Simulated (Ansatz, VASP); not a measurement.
**Two plane-wave programs on InSb3**

```
In Sb
1.0
     4.95828    0.05608    0.05608
     0.05608    4.95828    0.05608
     0.05608    0.05608    4.95828
In Sb
1 3
Direct
  0.00000 0.00000 0.00000
  0.50000 0.00000 0.50000
  0.00000 0.50000 0.50000
  0.50000 0.50000 0.00000
```

Change from the starting cell: equal engineering shear yz, xz and xy +0.0233, equal normal strain along x, y and z +0.0300.

Alike in both runs: task single point; functional PBE; k mesh 8 × 8 × 8; occupations gaussian, width 0.15 eV; no spin polarisation.

|  | VASP | Ansatz |
| --- | --- | --- |
| version | VASP 6.6.1 | Ansatz 0.2.0 |
| potentials or method | VASP PAW PBE potentials, release 64 (In_d, Sb), cutoff 520 eV | scalar-relativistic, plane waves, PAW |
| valence electrons in the cell | 28 | 58 |

```tsv
	VASP	Ansatz	Ansatz less VASP
gap on the k mesh at the Fermi level (eV)	none	none	-
pressure (GPa)	-3.7	-3.6	+0.09
traceless stress, the component that is largest in VASP (GPa)	-0.28	-0.28	-0.001
```

A gap of «none» marks a metal or a gap that the smearing closes. The functional is the same, so the differences come from potentials, cutoffs and numerics. VASP's potentials hold 28 valence electrons a cell and Ansatz's 58, so a difference there can come from the potentials and not from the codes.

Neither program's run includes spin-orbit coupling.
